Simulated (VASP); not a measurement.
# Ag (P6_3/mmc) in VASP: single point with r2SCAN

Aim: the single point of Ag with r2SCAN.

All numbers are computed with VASP 6.6.1; they aren't measurements. Logs are shortened: lines on timing, memory, paths and dates and some standing lists are left out, and cuts for length are marked.

## 1. The cell of the first run

It takes space group P6_3/mmc (No. 194, hexagonal). The conventional cell has a = 3.128 Å, b = 3.128 Å, c = 4.092 Å, α = 90.00°, β = 90.00°, γ = 120.00°. Within 3.6 Å of Ag (site symmetry -6m2) lie 12 Ag at 2.73 to 3.13 Å.

This isn't the form of Ag at room conditions, which is fcc.

## 2. Single point, r2SCAN

Contents of POSCAR:

```
Ag
1.0
    3.1279114435      0.0000000000      0.0000000000
   -1.5639557218      2.7088507709      0.0000000000
    0.0000000000      0.0000000000      4.0915699341
Ag
2
Direct
    0.3333333333      0.6666666667      0.2500000000
    0.6666666667      0.3333333333      0.7500000000
```

Contents of INCAR.step1:

```
  PREC = Accurate
  ENCUT = 520
  ISMEAR = 0
  SIGMA = 0.15
  LREAL = False
  LASPH = True
  NELM = 80
  NBANDS = 18
  GGA = PE
  ALGO = Normal
  EDIFF = 1E-4
  LWAVE = True
  LCHARG = False
```

Contents of INCAR.step2:

```
  PREC = Accurate
  ENCUT = 520
  EDIFF = 1E-7
  ISMEAR = 0
  SIGMA = 0.15
  LREAL = False
  LASPH = True
  NELM = 80
  ALGO = Normal
  ISIF = 2
  LWAVE = False
  LCHARG = True
  METAGGA = R2SCAN
  LMIXTAU = True
  LELF = True
  LVHAR = True
  NBANDS = 18
  ISTART = 1
```

Contents of KPOINTS:

```
regular mesh
0
Gamma
  24 24 14
```

Potentials or basis: VASP PAW PBE potentials, release 64 (Ag).

Run with:

```
> cat potpaw_PBE.64/Ag/POTCAR > POTCAR
> cp INCAR.step1 INCAR
> mpirun -np 1 vasp_std > vasp.out
> cp INCAR.step2 INCAR
> mpirun -np 1 vasp_std > vasp.out
```

OUTCAR:

```text
PREC = Accurate
   ENCUT = 520
   EDIFF = 1E-7
   ISMEAR = 0
   LREAL = False
   LASPH = True
   NELM = 80
   ISIF = 2
   METAGGA = R2SCAN
   ISTART = 1

 ion  position               nearest neighbor table
   1  0.333  0.667  0.250-   2 2.73   2 2.73   2 2.73   2 2.73   2 2.73   2 2.73
   2  0.667  0.333  0.750-   1 2.73   1 2.73   1 2.73   1 2.73   1 2.73   1 2.73

  LATTYP: Found a hexagonal cell.
 ALAT       =     3.1279114435
 C/A-ratio  =     1.3080836872

  Lattice vectors:

 A1 = (   3.1279114435,   0.0000000000,   0.0000000000)
 A2 = (  -1.5639557218,   2.7088507709,   0.0000000000)
 A3 = (   0.0000000000,   0.0000000000,   4.0915699341)

Analysis of symmetry for initial positions (statically):
=====================================================================
 Subroutine PRICEL returns:
 Original cell was already a primitive cell.

 Routine SETGRP: Setting up the symmetry group for a
 hexagonal supercell.

 Subroutine GETGRP returns: Found 24 space group operations
 (whereof 12 operations were pure point group operations)
 out of a pool of 24 trial point group operations.

The static configuration has the point symmetry D_3d.
 The point group associated with its full space group is D_6h.

Analysis of symmetry for dynamics (positions and initial velocities):
=====================================================================
 Subroutine PRICEL returns:
 Original cell was already a primitive cell.

 Routine SETGRP: Setting up the symmetry group for a
 hexagonal supercell.

 Subroutine GETGRP returns: Found 24 space group operations
 (whereof 12 operations were pure point group operations)
 out of a pool of 24 trial point group operations.

The dynamic configuration has the point symmetry D_3d.
 The point group associated with its full space group is D_6h.

 Subroutine INISYM returns: Found 24 space group operations
 (whereof 12 operations are pure point group operations),
 and found     1 'primitive' translations

----------------------------------------------------------------------------------------

                                     Primitive cell

  volume of cell :      34.6681

  direct lattice vectors                    reciprocal lattice vectors
     3.127911443  0.000000000  0.000000000     0.319702146  0.184580120  0.000000000
    -1.563955722  2.708850771  0.000000000     0.000000000  0.369160240  0.000000000
     0.000000000  0.000000000  4.091569934     0.000000000  0.000000000  0.244404963

  length of vectors
     3.127911443  3.127911444  4.091569934     0.369160240  0.369160240  0.244404963

  position of ions in fractional coordinates (direct lattice)
     0.333333333  0.666666667  0.250000000
     0.666666667  0.333333333  0.750000000

  ion indices of the primitive-cell ions
   primitive index   ion index
                 1           1
                 2           2

----------------------------------------------------------------------------------------

 KPOINTS: regular mesh

Automatic generation of k-mesh.
 Grid dimensions read from file:
 generate k-points for:   24   24   14

 Generating k-lattice:

  Cartesian coordinates                     Fractional coordinates (reciprocal lattice)
     0.013320923  0.007690838  0.000000000     0.041666667  0.000000000  0.000000000
     0.000000000  0.015381677  0.000000000     0.000000000  0.041666667  0.000000000
     0.000000000  0.000000000  0.017457497     0.000000000  0.000000000  0.071428571

  Length of vectors
     0.015381677  0.015381677  0.017457497

  Shift w.r.t. Gamma in fractional coordinates (k-lattice)
     0.000000000  0.000000000  0.000000000

 Subroutine IBZKPT returns following result:
 ===========================================

 Found    488 irreducible k-points:

 Following reciprocal coordinates:
            Coordinates               Weight
  0.000000  0.000000  0.000000      1.000000
  0.041667 -0.000000  0.000000      6.000000
  0.083333  0.000000  0.000000      6.000000
  0.125000  0.000000  0.000000      6.000000
  0.166667  0.000000  0.000000      6.000000
  0.208333  0.000000  0.000000      6.000000
[... 16 lines left out ...]
  0.416667  0.041667  0.000000     12.000000
  0.458333  0.041667  0.000000     12.000000
 [... further k-points ...]
   k-points           NKPTS =    488   k-points in BZ     NKDIM =    488   number of bands    NBANDS=     18
   number of dos      NEDOS =    301   number of ions     NIONS =      2
   total plane-waves  NPLWV =  17280
   dimension x,y,z NGX =    24 NGY =   24 NGZ =   30
   dimension x,y,z NGXF=    48 NGYF=   48 NGZF=   60
   ions per type =               2
   NGX,Y,Z   is equivalent  to a cutoff of  12.76, 12.76, 12.19 a.u.
   NGXF,Y,Z  is equivalent  to a cutoff of  25.51, 25.51, 24.38 a.u.
 SYSTEM =  unknown system
   PREC   = accura    normal or accurate (medium, high low for compatibility)
   ISTART =      1    job   : 0-new  1-cont  2-samecut
   ICHARG =      0    charge: 1-file 2-atom 10-const
   ISPIN  =      1    spin polarized calculation?
   LNONCOLLINEAR =      F non collinear calculations
   LSORBIT =      F    spin-orbit coupling
   LASPH  =      T    aspherical Exc in radial PAW
   ENCUT  =  520.0 eV  38.22 Ry    6.18 a.u.   5.82  5.82  7.61*2*pi/ulx,y,z
   NELM   =     80;   NELMIN=  2; NELMDL=  0     # of ELM steps
   EDIFF  = 0.1E-06   stopping-criterion for ELM
   LREAL  =      F    real-space projection
   EDIFFG = 0.1E-05   stopping-criterion for IOM
   NSW    =      0    number of steps for IOM
   IBRION =     -1    ionic relax: 0-MD 1-quasi-New 2-CG
   NFREE  =      0    steps in history (QN), initial steepest desc. (CG)
   ISIF   =      2    stress and relaxation
   ISYM   =      2    0-nonsym 1-usesym 2-fastsym
   POTIM  = 0.5000    time-step for ionic-motion
   TEBEG  =    0.0;   TEEND  =   0.0 temperature during run
   PSTRESS=    0.0 pullay stress
   NELECT =      22.0000    total number of electrons
   NUPDOWN=      -1.0000    fix difference up-down
   EMIN   =  10.00;   EMAX   =-10.00  energy-range for DOS
   EFERMI =   0.00;   METHOD = LEGACY
   ISMEAR =     0;   SIGMA  =   0.15  broadening in eV -4-tet -1-fermi 0-gaus
   EFERMI_NEDOS =   21; number of points for ismear=-14 and -15
   IALGO  =     38    algorithm
   IMIX   =      4    mixing-type and parameters
     AMIX     =   0.40;   BMIX     =  1.00
     AMIX_MAG =   1.60;   BMIX_MAG =  1.00
  volume/ion in A,a.u.               =      17.33       116.98
  Fermi-wavevector in a.u.,A,eV,Ry     =   1.406822  2.658509 26.927954  1.979149
  Thomas-Fermi vector in A             =   2.529144
   LORBIT       =      0    0 simple, 1 ext, 2 COOP (PROOUT), +10 PAW based schemes
   METAGGA = R2SCAN    functional components
   LHFCALC =     F    Hartree Fock is set to
   AEXX    =    0.0000 exact exchange contribution
   IVDW    =     0    specifies the selected vdW correction
   LEPSILON=     F    determine dielectric tensor
   LRPA    =     F    only Hartree local field effects (RPA)
 non-spin polarized calculation
 Gauss-broadening in eV      SIGMA  =   0.15
  energy-cutoff  :      520.00
  volume of cell :       34.67
 maximum number of plane-waves:       948
 NGX is ok and might be reduce to    24
   NGX = 11   NGY = 11   NGZ = 15

 number of electron      21.9999995 magnetization

 Free energy of the ion-electron system (eV)
  ---------------------------------------------------
  ext. energy  EPLUGINS =         0.00000000
  ---------------------------------------------------
  free energy    TOTEN  =       -42.42497480 eV

  energy without entropy =      -42.42008400  energy(sigma->0) =      -42.42252940

 E-fermi :   8.2927     XC(G=0): -12.8139

 val. band max:        8.2900856632   @ k =   0.3333   0.0417   0.4286
 cond. band min:       8.3019720210   @ k =   0.3333   0.2500   0.0714
 fundamental gap:      0.0118863578
 Fermi energy:         8.2927256114

 k-point     1 :       0.0000    0.0000    0.0000
  band No.  band energies     occupation
      1       0.3867      2.00000
      2       1.4866      2.00000
      3       3.0275      2.00000
      4       3.0275      2.00000
      5       3.1450      2.00000
      6       3.1450      2.00000
[... 10 lines left out ...]
     17      25.9322      0.00000
     18      26.2503      0.00000

 k-point     2 :       0.0417   -0.0000    0.0000
  band No.  band energies     occupation
      1       0.4278      2.00000
      2       1.5018      2.00000
      3       3.0127      2.00000
      4       3.0167      2.00000
      5       3.1146      2.00000
      6       3.1643      2.00000
[... 10 lines left out ...]
     17      26.0813      0.00000
     18      26.6346      0.00000

 k-point     3 :       0.0833    0.0000    0.0000
  band No.  band energies     occupation
      1       0.5492      2.00000
      2       1.5448      2.00000
      3       2.9707      2.00000
      4       2.9833      2.00000
      5       3.0356      2.00000
      6       3.2212      2.00000
[... 10 lines left out ...]
     17      26.3605      0.00000
     18      27.4776      0.00000

 k-point     4 :       0.1250    0.0000    0.0000
  band No.  band energies     occupation
      1       0.7446      2.00000
      2       1.6076      2.00000
      3       2.9068      2.00000
      4       2.9242      2.00000
      5       2.9334      2.00000
      6       3.3127      2.00000
[... 375 lines left out ...]
      4       2.4561      2.00000
      5       3.4996      2.00000
      6       3.9263      2.00000
[... 10 lines left out ...]
     17      21.6603      0.00000
     18      23.5117      0.00000

 k-point    23 :       0.4167    0.0417    0.0000
  band No.  band energies     occupation
      1       1.5679      2.00000
      2       1.9770      2.00000
      3       2.0134      2.00000
      4       2.4197      2.00000
      5       3.6766      2.00000
      6       3.9095      2.00000
[... 10 lines left out ...]
     17      20.8931      0.00000
     18      23.5276      0.00000

 k-point    24 :       0.4583    0.0417    0.0000
  band No.  band energies     occupation
      1       1.5455      2.00000
      2       1.9753      2.00000
      3       1.9774      2.00000
      4       2.4012      2.00000
      5       3.7754      2.00000
      6       3.9018      2.00000
[... 10 lines left out ...]
     17      20.3809      0.00000
     18      23.5365      0.00000

 [... further k-points ...]

------------------------ aborting loop because EDIFF is reached ----------------------------------------

  FORCE on cell =-STRESS in cart. coord.  units (eV):
  Direction    XX          YY          ZZ          XY          YZ          ZX
  --------------------------------------------------------------------------------------
  -------------------------------------------------------------------------------------
  Total        0.0489250      0.0489250      3.3582228     -0.0000000      0.0000000      0.0000000
  in kB        2.2610592      2.2610592    155.1995947     -0.0000000      0.0000000      0.0000000
  external PRESSURE =      53.2405710 kB  Pullay stress =       0.0000000 kB

 VOLUME and BASIS-vectors are now :
 -----------------------------------------------------------------------------
  energy-cutoff  :      520.00
  volume of cell :       34.67
      direct lattice vectors                 reciprocal lattice vectors
     3.127911443  0.000000000  0.000000000     0.319702146  0.184580120  0.000000000
    -1.563955722  2.708850771  0.000000000     0.000000000  0.369160240  0.000000000
     0.000000000  0.000000000  4.091569934     0.000000000  0.000000000  0.244404963

 POSITION                                       TOTAL-FORCE (eV/Angst)
 -----------------------------------------------------------------------------------
     -0.00000      1.80590      1.02289        -0.000000     -0.000000      0.000000
      1.56396      0.90295      3.06868         0.000000      0.000000      0.000000
 -----------------------------------------------------------------------------------
    total drift:                                0.000000     -0.000000      0.000000

  FREE ENERGIE OF THE ION-ELECTRON SYSTEM (eV)
  ---------------------------------------------------
  free  energy   TOTEN  =       -42.4249748046 eV

  energy  without entropy=      -42.4200840034  energy(sigma->0) =      -42.42252940
```

It took 6.5 min on 1 thread of Intel Xeon Platinum 8488C (Sapphire Rapids), shared host; peak memory 0.35 GiB.

What came out:

```yaml
Free_energy: -42.4250 eV
Pressure: 5.3 GPa
Band_gap_on_the_k_mesh: zero (bands 11 and 12 overlap by 6.83 eV)
```

Stress tensor (GPa, compression positive):
```
 0.23  0.00  0.00
 0.00  0.23  0.00
 0.00  0.00 15.52
```

Caveat: the cell stands under pressure; the PAW data sets were made with another functional, which shifts forces and pressure a little.
